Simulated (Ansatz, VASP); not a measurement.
CuO in VASP and in Ansatz

INCAR

```
SYSTEM = CuO
PREC = Accurate ; ENCUT = 820
EDIFF = 1E-6 ; ISMEAR = -1
SIGMA = 0.05 ; LREAL = .False.
LASPH = .True. ; NELM = 120
ALGO = Normal ; ISIF = 2
LWAVE = .False. ; LCHARG = .False.
GGA = RP ; NBANDS = 33
GGA_COMPAT = .False.
```

The input KPOINTS:

```
regular mesh
0
Gamma
  9 9 5
  0 0 0
```

POSCAR

```
CuO
1.0
    1.9909680000     -2.1535500000      0.0000000000
    1.9909680000      2.1535500000      0.0000000000
    0.0000000000      0.0000000000      5.1559280000
Cu O
2 2
Direct
    0.5000000000      0.0000000000      0.0000000000
    0.0000000000      0.5000000000      0.5000000000
    0.5000000000      0.5000000000      0.2500000000
    0.5000000000      0.5000000000      0.7500000000
```

Contents of input.yaml:

```yaml
crystal:
  lattice:
    - [1.990968, -2.15355, 0.0]
    - [1.990968, 2.15355, 0.0]
    - [0.0, 0.0, 5.155928]
  atoms:
    - { symbol: Cu, position: [0.5, 0.0, 0.0] }
    - { symbol: Cu, position: [0.0, 0.5, 0.5] }
    - { symbol: O, position: [0.5, 0.5, 0.25] }
    - { symbol: O, position: [0.5, 0.5, 0.75] }
hamiltonian:
  xc: rpbe
  pseudopotentials: { kind: paw }
kpoints:
  mp_grid: { grid: [9, 9, 5] }
scf:
  occupations: { method: fermi_dirac, width: 0.05 }
output:
  forces: true
  stress: true
  eigenvalues: true
  write_density: true
  write_potential: true
  elf: true
  volumetric_format: npy
```

Alike in both runs: task single point; functional RPBE; k mesh 9 × 9 × 5; occupations fermi-dirac, width 0.05 eV; no spin polarisation.

```csv
,VASP,Ansatz
version,VASP 6.6.1,Ansatz 0.2.0
potentials or method,"VASP PAW PBE potentials, release 64 (Cu_sv_GW, O)",Ansatz PAW
plane-wave cutoff (eV),820,420
valence electrons in the cell,50,50
```

VASP gave:

- gap on the k mesh at the Fermi level (eV): none
- pressure (GPa): 5.8
- traceless stress, the component that is largest in VASP (GPa): -0.64

**Question.** Which values does Ansatz return?

**Answer.** gap on the k mesh at the Fermi level (eV): none; pressure (GPa): 6.5; traceless stress, the component that is largest in VASP (GPa): -0.62.

VASP's potentials were made for PBE, not for RPBE. A gap of «none» marks a metal or a gap that the smearing closes.
